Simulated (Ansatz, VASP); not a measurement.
**SiC: VASP beside Ansatz**

File INCAR:

```
SYSTEM = SiC
ALGO = Normal ; EDIFF = 1E-7
EDIFFG = -0.04 ; ENCUT = 600
GGA = PE ; IBRION = 2
ISIF = 3 ; ISMEAR = 0
LASPH = .TRUE. ; LCHARG = .FALSE.
LREAL = .FALSE. ; LWAVE = .FALSE.
NELM = 80 ; NSW = 90
PREC = Accurate ; SIGMA = 0.1
```

Contents of KPOINTS:

```
k-points
0
G
  4 4 6
  0 0 0
```

File POSCAR:

```
SiC
1.0
    5.3655189800      0.0000000000      0.0000000000
    0.0000000000      5.3655189800      0.0000000000
    0.0000000000      0.0000000000      2.8690255600
Si C
4 4
Direct
    0.1032208100      0.3296015700      0.2416469600
    0.8967791900      0.6703984300      0.7416469600
    0.6703984300      0.1032208100      0.9916469600
    0.3296015700      0.8967791900      0.4916469600
    0.3296015700      0.1032208100      0.0083530400
    0.6703984300      0.8967791900      0.5083530400
    0.8967791900      0.3296015700      0.7583530400
    0.1032208100      0.6703984300      0.2583530400
```

Input for Ansatz:

```yaml
crystal:
  lattice:
    - [5.36551898, 0.0, 0.0]
    - [0.0, 5.36551898, 0.0]
    - [0.0, 0.0, 2.86902556]
  atoms:
    - { symbol: Si, position: [0.10322081, 0.32960157, 0.24164696] }
    - { symbol: Si, position: [0.89677919, 0.67039843, 0.74164696] }
    - { symbol: Si, position: [0.67039843, 0.10322081, 0.99164696] }
    - { symbol: Si, position: [0.32960157, 0.89677919, 0.49164696] }
    - { symbol: C, position: [0.32960157, 0.10322081, 0.00835304] }
    - { symbol: C, position: [0.67039843, 0.89677919, 0.50835304] }
    - { symbol: C, position: [0.89677919, 0.32960157, 0.75835304] }
    - { symbol: C, position: [0.10322081, 0.67039843, 0.25835304] }
basis:
  ecutwfc: 420
kpoints:
  mp_grid: { grid: [4, 4, 6] }
hamiltonian:
  xc: pbe
scf:
  occupations: { method: gaussian, width: 0.1 }
  lower_state_search: "off"
output:
  forces: true
  stress: true
  eigenvalues: true
relax:
  adjacent_minimum: "off"
  f_tol: 0.04
  max_steps: 70
  cell: { stress_tol: 0.4 }
```

Alike in both runs: task relaxation of cell and atoms; functional PBE; k mesh 4 × 4 × 6; occupations gaussian, width 0.1 eV; no spin polarisation.

|  | VASP | Ansatz |
| --- | --- | --- |
| version | VASP 6.6.1 | Ansatz 0.2.0 |
| potentials or method | VASP PAW PBE potentials, release 64 (Si, C), cutoff 600 eV | scalar-relativistic, plane waves, PAW |
| valence electrons in the cell | 32 | 32 |

|  | VASP | Ansatz | Ansatz less VASP |
| --- | --- | --- | --- |
| gap on the k mesh at the Fermi level, each at its own relaxed structure (eV) | 0.95 | 0.94 | -0.009 |
| relaxed volume (Å³/atom) | 11.88 | 11.88 | 0.000 |
| relaxed length of the cell vector where the two differ most in proportion (Å) | 3.027 | 3.024 | -0.0029 |

Noted on VASP's run: the volume moved by over 15 % at a fixed basis, so the end points are rough.
